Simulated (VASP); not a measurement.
# CaSe (I4/mmm) in VASP: a series of runs

CaSe is run at these levels: PBE; tasks: single point.

All numbers are computed with VASP 6.6.1; they aren't measurements. Logs are shortened: lines on timing, memory, paths and dates and some standing lists are left out, and cuts for length are marked.

### Step 1. The cell of the first run

The structure is tetragonal, space group I4/mmm (No. 139). Conventional cell: a = 4.169 Å, b = 4.169 Å, c = 5.948 Å, α = 90.00°, β = 90.00°, γ = 90.00°. Within 3.9 Å of Ca (site symmetry 4/mmm) lie 6 Se at 2.95 to 2.97 Å. Se (site symmetry 4/mmm) has 6 Ca at 2.95 to 2.97 Å within 3.9 Å.

### Step 2. Single point, PBE (epitaxial xy strain -0.7%)

The input, INCAR:

```
SYSTEM = CaSe
ALGO     = Normal         ! electronic algorithm
EDIFF    = 1E-6           ! SCF threshold, eV
ENCUT    = 520            ! plane-wave cutoff, eV
GGA      = PE             ! functional
ISIF     = 2              ! what is computed and relaxed
ISMEAR   = -1             ! smearing method
LASPH    = .True.         ! aspherical terms in the spheres
LCHARG   = .True.         ! write CHGCAR
LELF     = .True.         ! ELF
LREAL    = .False.        ! projectors in reciprocal space
LVHAR    = .True.       
LWAVE    = .False.        ! write WAVECAR
NBANDS   = 15             ! bands
NELM     = 80             ! most SCF steps
PREC     = Accurate       ! precision mode
SIGMA    = 0.02           ! smearing width, eV
```

The input, KPOINTS:

```
k-points
0
Gamma
  8 8 8
  0 0 0
```

The input, POSCAR:

```
CaSe
1.0
    0.0000000000      2.9479449044      2.9741557283
    2.9479449044      0.0000000000      2.9741557283
    2.9479449044      2.9479449044      0.0000000000
Ca Se
1 1
Direct
    0.0000000000      0.0000000000      0.0000000000
    0.5000000000      0.5000000000      0.5000000000
```

Potentials or basis: VASP PAW PBE potentials, release 64 (Ca_sv, Se).

On the command line:

```sh
$ cat potpaw_PBE.64/Ca_sv/POTCAR potpaw_PBE.64/Se/POTCAR > POTCAR
$ mpirun -np 1 vasp_std > vasp.out
```

OUTCAR:

```text
SYSTEM = CaSe
   EDIFF = 1E-6
   ENCUT = 520
   GGA = PE
   ISIF = 2
   ISMEAR = -1
   LASPH = .True.
   LREAL = .False.
   NELM = 80
   PREC = Accurate

 ion  position               nearest neighbor table
   1  0.000  0.000  0.000-   2 2.95   2 2.95   2 2.95   2 2.95   2 2.97   2 2.97
   2  0.500  0.500  0.500-   1 2.95   1 2.95   1 2.95   1 2.95   1 2.97   1 2.97

  LATTYP: Found a body centered tetragonal cell.
 ALAT       =     4.1690236649
 C/A-ratio  =     1.4267876449

  Lattice vectors:

 A1 = (  -2.9479449044,   0.0000000000,   2.9741557283)
 A2 = (   2.9479449044,   0.0000000000,   2.9741557283)
 A3 = (   0.0000000000,   2.9479449044,  -2.9741557283)

Analysis of symmetry for initial positions (statically):
=====================================================================
 Subroutine PRICEL returns:
 Original cell was already a primitive cell.

 Routine SETGRP: Setting up the symmetry group for a
 body centered tetragonal supercell.

 Subroutine GETGRP returns: Found 16 space group operations
 (whereof 16 operations were pure point group operations)
 out of a pool of 16 trial point group operations.

The static configuration has the point symmetry D_4h.

Analysis of symmetry for dynamics (positions and initial velocities):
=====================================================================
 Subroutine PRICEL returns:
 Original cell was already a primitive cell.

 Routine SETGRP: Setting up the symmetry group for a
 body centered tetragonal supercell.

 Subroutine GETGRP returns: Found 16 space group operations
 (whereof 16 operations were pure point group operations)
 out of a pool of 16 trial point group operations.

The dynamic configuration has the point symmetry D_4h.

 Subroutine INISYM returns: Found 16 space group operations
 (whereof 16 operations are pure point group operations),
 and found     1 'primitive' translations

----------------------------------------------------------------------------------------

                                     Primitive cell

  volume of cell :      51.6931

  direct lattice vectors                    reciprocal lattice vectors
     0.000000000  2.947944904  2.974155728    -0.169609683  0.169609683  0.168114936
     2.947944904  0.000000000  2.974155728     0.169609683 -0.169609683  0.168114936
     2.947944904  2.947944904  0.000000000     0.169609683  0.169609683 -0.168114936

  length of vectors
     4.187598531  4.187598531  4.169023665     0.292912138  0.292912138  0.292912138

  position of ions in fractional coordinates (direct lattice)
     0.000000000  0.000000000  0.000000000
     0.500000000  0.500000000  0.500000000

  ion indices of the primitive-cell ions
   primitive index   ion index
                 1           1
                 2           2

----------------------------------------------------------------------------------------

 KPOINTS: k-points

Automatic generation of k-mesh.
 Grid dimensions read from file:
 generate k-points for:    8    8    8

 Generating k-lattice:

  Cartesian coordinates                     Fractional coordinates (reciprocal lattice)
    -0.021201210  0.021201210  0.021014367     0.125000000 -0.000000000  0.000000000
     0.021201210 -0.021201210  0.021014367    -0.000000000  0.125000000  0.000000000
     0.021201210  0.021201210 -0.021014367     0.000000000  0.000000000  0.125000000

  Length of vectors
     0.036614017  0.036614017  0.036614017

  Shift w.r.t. Gamma in fractional coordinates (k-lattice)
     0.000000000  0.000000000  0.000000000

 Subroutine IBZKPT returns following result:
 ===========================================

 Found     59 irreducible k-points:

 Following reciprocal coordinates:
            Coordinates               Weight
  0.000000  0.000000  0.000000      1.000000
  0.125000 -0.000000  0.000000      8.000000
  0.250000 -0.000000  0.000000      8.000000
  0.375000 -0.000000  0.000000      8.000000
  0.500000 -0.000000  0.000000      4.000000
  0.125000  0.125000  0.000000      2.000000
[... 16 lines left out ...]
  0.250000 -0.000000  0.125000     16.000000
  0.375000 -0.000000  0.125000     16.000000
 [... further k-points ...]
   k-points           NKPTS =     59   k-points in BZ     NKDIM =     59   number of bands    NBANDS=     15
   number of dos      NEDOS =    301   number of ions     NIONS =      2
   total plane-waves  NPLWV =  32768
   dimension x,y,z NGX =    32 NGY =   32 NGZ =   32
   dimension x,y,z NGXF=    64 NGYF=   64 NGZF=   64
   ions per type =               1   1
   NGX,Y,Z   is equivalent  to a cutoff of  12.70, 12.70, 12.76 a.u.
   NGXF,Y,Z  is equivalent  to a cutoff of  25.41, 25.41, 25.52 a.u.
 SYSTEM =  CaSe
   PREC   = accura    normal or accurate (medium, high low for compatibility)
   ISTART =      0    job   : 0-new  1-cont  2-samecut
   ICHARG =      2    charge: 1-file 2-atom 10-const
   ISPIN  =      1    spin polarized calculation?
   LNONCOLLINEAR =      F non collinear calculations
   LSORBIT =      F    spin-orbit coupling
   LASPH  =      T    aspherical Exc in radial PAW
   ENCUT  =  520.0 eV  38.22 Ry    6.18 a.u.   7.79  7.79  7.75*2*pi/ulx,y,z
   NELM   =     80;   NELMIN=  2; NELMDL= -5     # of ELM steps
   EDIFF  = 0.1E-05   stopping-criterion for ELM
   LREAL  =      F    real-space projection
   EDIFFG = 0.1E-04   stopping-criterion for IOM
   NSW    =      0    number of steps for IOM
   IBRION =     -1    ionic relax: 0-MD 1-quasi-New 2-CG
   NFREE  =      0    steps in history (QN), initial steepest desc. (CG)
   ISIF   =      2    stress and relaxation
   ISYM   =      2    0-nonsym 1-usesym 2-fastsym
   POTIM  = 0.5000    time-step for ionic-motion
   TEBEG  =    0.0;   TEEND  =   0.0 temperature during run
   PSTRESS=    0.0 pullay stress
   NELECT =      16.0000    total number of electrons
   NUPDOWN=      -1.0000    fix difference up-down
   EMIN   =  10.00;   EMAX   =-10.00  energy-range for DOS
   EFERMI =   0.00;   METHOD = LEGACY
   ISMEAR =    -1;   SIGMA  =   0.02  broadening in eV -4-tet -1-fermi 0-gaus
   EFERMI_NEDOS =   21; number of points for ismear=-14 and -15
   IALGO  =     38    algorithm
   IMIX   =      4    mixing-type and parameters
     AMIX     =   0.40;   BMIX     =  1.00
     AMIX_MAG =   1.60;   BMIX_MAG =  1.00
  volume/ion in A,a.u.               =      25.85       174.42
  Fermi-wavevector in a.u.,A,eV,Ry     =   1.107399  2.092680 16.685259  1.226332
  Thomas-Fermi vector in A             =   2.243912
   LORBIT       =      0    0 simple, 1 ext, 2 COOP (PROOUT), +10 PAW based schemes
   GGA     = PE    functional components
   LHFCALC =     F    Hartree Fock is set to
   AEXX    =    0.0000 exact exchange contribution
   IVDW    =     0    specifies the selected vdW correction
   LEPSILON=     F    determine dielectric tensor
   LRPA    =     F    only Hartree local field effects (RPA)
 non-spin polarized calculation
  energy-cutoff  :      520.00
  volume of cell :       51.69
 maximum number of plane-waves:      1411
   NGX = 15   NGY = 15   NGZ = 15

 number of electron      15.9999998 magnetization

 Free energy of the ion-electron system (eV)
  ---------------------------------------------------
  ext. energy  EPLUGINS =         0.00000000
  ---------------------------------------------------
  free energy    TOTEN  =        -9.47946882 eV

  energy without entropy =       -9.47946882  energy(sigma->0) =       -9.47946882

 E-fermi :   2.8496     XC(G=0):  -9.1593

 val. band max:        2.4549199867   @ k =   0.0000   0.0000   0.0000
 cond. band min:       4.4734331219   @ k =   0.5000   0.0000   0.5000
 fundamental gap:      2.0185131351
 Fermi energy:         2.8496351366

 k-point     1 :       0.0000    0.0000    0.0000
  band No.  band energies     occupation
      1     -37.2923      2.00000
      2     -18.2882      2.00000
      3     -18.2858      2.00000
      4     -18.2858      2.00000
      5      -9.3490      2.00000
      6       2.4507      2.00000
      7       2.4549      2.00000
      8       2.4549      2.00000
      9       5.7963      0.00000
     10       6.1208      0.00000
     11       6.1790      0.00000
     12       6.1790      0.00000
     13       6.7189      0.00000
     14       6.7444      0.00000
     15      12.1694      0.00000

 k-point     2 :       0.1250   -0.0000    0.0000
  band No.  band energies     occupation
      1     -37.2913      2.00000
      2     -18.3039      2.00000
      3     -18.2886      2.00000
      4     -18.2868      2.00000
      5      -9.2558      2.00000
      6       1.6860      2.00000
      7       2.2109      2.00000
      8       2.2147      2.00000
      9       6.0633      0.00000
     10       6.3559      0.00000
     11       6.3878      0.00000
     12       6.7711      0.00000
     13       7.1281      0.00000
     14       7.1536      0.00000
     15      12.3373      0.00000

 k-point     3 :       0.2500   -0.0000    0.0000
  band No.  band energies     occupation
      1     -37.2889      2.00000
      2     -18.3449      2.00000
      3     -18.2917      2.00000
      4     -18.2893      2.00000
      5      -9.0194      2.00000
      6       0.4481      2.00000
      7       1.7487      2.00000
      8       1.7530      2.00000
      9       6.1795      0.00000
     10       6.8796      0.00000
     11       6.8999      0.00000
     12       8.0841      0.00000
     13       8.1529      0.00000
     14       8.2223      0.00000
     15      11.8642      0.00000
[... 343 lines left out ...]
 k-point    23 :       0.2500   -0.0000    0.1250
  band No.  band energies     occupation
      1     -37.2891      2.00000
      2     -18.3320      2.00000
      3     -18.2969      2.00000
      4     -18.2932      2.00000
      5      -9.0543      2.00000
      6       0.6265      2.00000
      7       1.7917      2.00000
      8       1.8949      2.00000
      9       5.7958      0.00000
     10       6.7908      0.00000
     11       7.0561      0.00000
     12       7.4583      0.00000
     13       7.5042      0.00000
     14       9.2073      0.00000
     15      12.1121      0.00000

 k-point    24 :       0.3750   -0.0000    0.1250
  band No.  band energies     occupation
      1     -37.2866      2.00000
      2     -18.3699      2.00000
      3     -18.3000      2.00000
      4     -18.2968      2.00000
      5      -8.8210      2.00000
      6      -0.1867      2.00000
      7       1.3142      2.00000
      8       1.5174      2.00000
      9       6.1235      0.00000
     10       7.4964      0.00000
     11       7.6715      0.00000
     12       8.2729      0.00000
     13       8.3591      0.00000
     14       9.7739      0.00000
     15      11.0932      0.00000

 [... further k-points ...]
[... 5 lines left out ...]
  --------------------------------------------------------------------------------------
  -------------------------------------------------------------------------------------
  Total        0.5172970      0.5172970      0.2448001      0.0000000      0.0000000      0.0000000
  in kB       16.0331230     16.0331230      7.5873445      0.0000000      0.0000000      0.0000000
  external PRESSURE =      13.2178635 kB  Pullay stress =       0.0000000 kB

 VOLUME and BASIS-vectors are now :
 -----------------------------------------------------------------------------
  energy-cutoff  :      520.00
  volume of cell :       51.69
      direct lattice vectors                 reciprocal lattice vectors
     0.000000000  2.947944904  2.974155728    -0.169609683  0.169609683  0.168114936
     2.947944904  0.000000000  2.974155728     0.169609683 -0.169609683  0.168114936
     2.947944904  2.947944904  0.000000000     0.169609683  0.169609683 -0.168114936

 POSITION                                       TOTAL-FORCE (eV/Angst)
 -----------------------------------------------------------------------------------
      0.00000      0.00000      0.00000         0.000000     -0.000000      0.000000
      2.94794      2.94794      2.97416        -0.000000      0.000000     -0.000000
 -----------------------------------------------------------------------------------
    total drift:                                0.000000     -0.000000     -0.000000

  FREE ENERGIE OF THE ION-ELECTRON SYSTEM (eV)
  ---------------------------------------------------
  free  energy   TOTEN  =        -9.4794688181 eV

  energy  without entropy=       -9.4794688181  energy(sigma->0) =       -9.47946882
```

Wall time 1.7 min (1 thread of AMD EPYC 7R13, shared host); peak memory 0.17 GiB.

Results:

```
Free energy            : -9.4795 eV
Pressure               : 1.3 GPa
Band gap on the k mesh : 2.02 eV, indirect (least direct gap 2.94 eV)
```

Caveat: the cell differs from its parent crystal (epitaxial xy strain -0.7%).

### Step 3. Single point, PBE (biaxial xy strain +1.1%)

The input, INCAR:

```
ALGO = Normal ; EDIFF = 1E-7
ENCUT = 520 ; GGA = PE
ISIF = 2 ; ISMEAR = -1
LASPH = T ; LCHARG = F
LREAL = F ; LWAVE = F
NBANDS = 15 ; NELM = 100
PREC = Accurate ; SIGMA = 0.02
```

The input, KPOINTS:

```
k-points
0
Gamma
  8 8 8
```

The input, POSCAR:

```
CaSe
1.0
    0.0000000000      3.0013604553      2.9675306064
    3.0013604553      0.0000000000      2.9675306064
    3.0013604553      3.0013604553      0.0000000000
Ca Se
1 1
Direct
    0.0000000000      0.0000000000      0.0000000000
    0.5000000000      0.5000000000      0.5000000000
```

Potentials or basis: VASP PAW PBE potentials, release 64 (Ca_sv, Se).

On the command line:

```sh
$ cat potpaw_PBE.64/Ca_sv/POTCAR potpaw_PBE.64/Se/POTCAR > POTCAR
$ mpirun -np 1 vasp_std > vasp.out
```

Run time: 1.8 min. Hardware: 1 thread of AMD EPYC 7R13, shared host; peak memory 0.17 GiB.

Results (log left out):

```yaml
Free_energy: -9.4844 eV
Pressure: -0.3 GPa
Band_gap_on_the_k_mesh: 2.09 eV, indirect (least direct gap 2.98 eV)
```

Stress tensor (GPa, compression positive):
```
-0.66  0.00  0.00
 0.00 -0.66  0.00
 0.00  0.00  0.28
```

Levels at points of the mesh, in eV from the valence-band top:
```csv
k point,band 6,band 7,band 8,band 9,band 10,band 11
"(0.00, 0.00, 0.00)",0.00,0.00,0.00,3.16,3.69,3.69
"(0.50, 0.00, 0.00)",-3.16,-1.13,-1.13,4.46,5.38,5.41
"(0.50, 0.50, 0.00)",-2.42,-0.93,-0.93,2.09,4.89,5.00
"(0.50, 0.00, 0.50)",-2.45,-0.90,-0.88,2.10,4.89,4.99
```

Caveat: the cell differs from its parent crystal (biaxial xy strain +1.1%). A k mesh can miss the band edges.

### Step 4. Single point, PBE (uniaxial x strain +4.2%)

The input, INCAR:

```
SYSTEM = CaSe
ALGO = Normal
EDIFF = 1E-7
ENCUT = 520
GGA = PE
ISIF = 2
ISMEAR = -1
LASPH = .True.
LCHARG = .True.
LELF = .True.
LREAL = .False.
LVHAR = .True.
LWAVE = .False.
NBANDS = 15
NELM = 60
PREC = Accurate
SIGMA = 0.02
```

The input, KPOINTS:

```
k-points
0
Gamma
  8 8 8
  0 0 0
```

The input, POSCAR:

```
CaSe
1.0
    0.0000000000      2.9675306064      2.9675306064
    3.0906831265      0.0000000000      2.9675306064
    3.0906831265      2.9675306064      0.0000000000
Ca Se
1 1
Direct
    0.0000000000      0.0000000000      0.0000000000
    0.5000000000      0.5000000000      0.5000000000
```

On the command line:

```sh
$ cat potpaw_PBE.64/Ca_sv/POTCAR potpaw_PBE.64/Se/POTCAR > POTCAR
$ mpirun -np 1 vasp_std > vasp.out
```

Wall time 1.9 min (1 thread of AMD EPYC 7R13, shared host); peak memory 0.18 GiB.

It converged, with:

```
Free energy            : -9.4678 eV
Pressure               : -1.0 GPa
Band gap on the k mesh : 2.13 eV, indirect (least direct gap 2.95 eV)
```

Stress tensor (GPa, compression positive):
```
-2.86  0.00  0.00
 0.00 -0.05  0.00
 0.00  0.00 -0.05
```

Levels at points of the mesh, in eV from the valence-band top:
| k point | band 5 | band 6 | band 7 | band 8 | band 9 | band 10 | band 11 | band 12 |
| --- | --- | --- | --- | --- | --- | --- | --- | --- |
| (0.00, 0.00, 0.00) | -11.63 | -0.01 | 0.00 | 0.00 | 3.02 | 3.55 | 3.80 | 3.80 |
| (0.50, 0.00, 0.00) | -11.02 | -3.10 | -1.11 | -1.10 | 4.42 | 5.34 | 5.35 | 5.43 |
| (0.50, 0.50, 0.00) | -11.10 | -2.36 | -0.98 | -0.88 | 2.13 | 4.74 | 5.05 | 5.79 |
| (0.00, 0.50, 0.50) | -11.14 | -2.46 | -0.80 | -0.80 | 2.15 | 4.88 | 4.90 | 5.78 |

Caveat: the cell differs from its parent crystal (uniaxial x strain +4.2%). A k mesh can miss the band edges.

### Step 5. Summary

```csv
cell,gap on the mesh (eV),pressure (GPa)
"a = 4.188, b = 4.188, c = 4.169 Å, angles 60.1, 60.1, 59.7°, 2 atoms",2.02,1.3
"a = 4.221, b = 4.221, c = 4.245 Å, angles 59.8, 59.8, 60.4°, 2 atoms",2.09,-0.3
"a = 4.197, b = 4.285, c = 4.285 Å, angles 58.6, 60.7, 60.7°, 2 atoms",2.13,-1.0
```

Alike in all rows: task single point; level PBE; potentials or basis VASP PAW PBE potentials, release 64 (Ca_sv, Se); no spin polarisation; k mesh 8 × 8 × 8; cutoff (eV) 520; smearing fermi-dirac 0.02 eV.

Absolute energies hang on the potentials; compare differences alone.
